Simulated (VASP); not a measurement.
A run of VASP 6.6.1:

File INCAR:

```
  PREC = Accurate
  ENCUT = 520
  EDIFF = 1E-7
  ISMEAR = -1
  SIGMA = 0.05
  LREAL = False
  LASPH = True
  NELM = 60
  ALGO = Normal
  ISIF = 2
  LWAVE = False
  LCHARG = True
  GGA = PE
  LELF = True
  LVHAR = True
  NBANDS = 14
```

KPOINTS

```
Automatic mesh
0
Gamma
  15 15 15
```

POSCAR

```
AlNi
1.0
    2.6323605335      0.0000000000      0.0000000000
    0.0000000000      2.6323605335      0.0000000000
    0.0000000000      0.0000000000      2.6323605335
Ni Al
1 1
Direct
    0.0000000000      0.0000000000      0.0000000000
    0.5000000000      0.5000000000      0.5000000000
```

Potentials or basis: VASP PAW PBE potentials, release 64 (Ni, Al).

Launch:

```console
$ cat potpaw_PBE.64/Ni/POTCAR potpaw_PBE.64/Al/POTCAR > POTCAR
$ mpirun -np 1 vasp_std > vasp.out
```

Hardware: 1 thread of Intel Xeon 8259CL, with other jobs on the host.

Q: Estimate the wall time of this run.

A: Run time: 42 s on 1 thread of Intel Xeon 8259CL (shared host), peak memory 0.15 GiB. Counts: scf iterations 15, k points 120.
